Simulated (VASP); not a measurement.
TiSi16 (a cell with a defect): single point with PBE+D3(BJ)

The system is TiSi16 (a cell with a defect).

```
Si Ti
1.0
     0.00000    5.43000    5.43000
     5.43000    0.00000    5.43000
     5.43000    5.43000    0.00000
Si Ti
16 1
Direct
  0.99305 0.99244 0.02167
  0.12605 0.12651 0.13698
  0.00278 0.00419 0.51586
  0.11334 0.11322 0.65973
  0.00640 0.49954 0.99431
  0.12648 0.61017 0.13663
  0.00396 0.47673 0.51483
  0.14330 0.61799 0.62013
  0.49928 0.00618 0.99520
  0.61020 0.12629 0.13746
  0.47689 0.00366 0.51668
  0.61788 0.14292 0.62122
  0.49952 0.49937 0.99479
  0.63574 0.63550 0.09308
  0.51201 0.51134 0.46497
  0.61838 0.61790 0.62068
  0.86479 0.86461 0.40570
```

* Program: VASP 6.6.1
* Task: single point
* Functional: PBE
* Dispersion: D3(BJ)
* Potentials or basis: VASP PAW PBE potentials, release 64 (Si, Ti_sv)
* Cutoff: 520 eV
* k mesh: 2 × 2 × 2
* Occupations: gaussian, width 0.05 eV
* Spin: no spin polarisation

```
Pressure                   : 0.7 GPa
Largest force              : 0.583 eV/Å
Band gap on the k mesh     : zero (bands 38 and 39 overlap by 0.34 eV)
Dispersion energy per atom : -0.343 eV
```

Forces in eV/Å, atoms in the order of the input:
```
Si  -0.119 -0.121  0.113
Si   0.008  0.007 -0.009
Si  -0.007  0.000 -0.131
Si  -0.080 -0.076  0.080
Si   0.052  0.020 -0.052
Si   0.010  0.005 -0.008
Si   0.128 -0.002  0.001
Si   0.068 -0.030 -0.063
Si   0.020  0.051 -0.049
Si   0.000  0.013 -0.002
Si  -0.009  0.130  0.002
Si  -0.023  0.062 -0.059
Si   0.050  0.052 -0.017
Si   0.088  0.087 -0.086
Si   0.085  0.081 -0.082
Si   0.062  0.060  0.026
Ti  -0.334 -0.338  0.337
```

Stress tensor (GPa, compression positive):
```
 0.69 -0.08  0.08
-0.08  0.74  0.10
 0.08  0.10  0.72
```

Levels at points of the mesh, in eV from the Fermi level:
| k point | band 34 | band 35 | band 36 | band 37 | band 38 | band 39 | band 40 | band 41 |
| --- | --- | --- | --- | --- | --- | --- | --- | --- |
| (0.00, 0.00, 0.00) | -1.00 | -1.00 | -0.97 | -0.50 | -0.33 | -0.33 | -0.04 | -0.02 |
| (0.50, 0.00, 0.00) | -1.89 | -1.36 | -1.31 | -0.21 | 0.00 | 0.26 | 0.38 | 0.54 |
| (0.00, 0.50, 0.00) | -1.89 | -1.36 | -1.31 | -0.20 | 0.01 | 0.25 | 0.38 | 0.53 |
| (0.00, 0.00, 0.50) | -1.94 | -1.33 | -1.33 | -0.34 | -0.09 | -0.08 | 0.57 | 0.57 |
| (0.50, 0.50, 0.50) | -1.89 | -1.36 | -1.31 | -0.21 | 0.00 | 0.26 | 0.38 | 0.54 |
| (0.50, 0.50, 0.00) | -1.98 | -1.95 | -1.81 | -0.61 | 0.01 | 0.53 | 0.70 | 1.12 |
| (0.00, 0.50, 0.50) | -1.99 | -1.95 | -1.81 | -0.61 | 0.01 | 0.53 | 0.69 | 1.12 |
| (0.50, 0.00, 0.50) | -1.98 | -1.95 | -1.82 | -0.61 | 0.02 | 0.54 | 0.70 | 1.12 |

Run time: 9.3 min on 1 thread of Intel Xeon 8259CL (shared host), peak memory 0.49 GiB.

Caveat: the k points lie up to 0.50 Å⁻¹ apart.
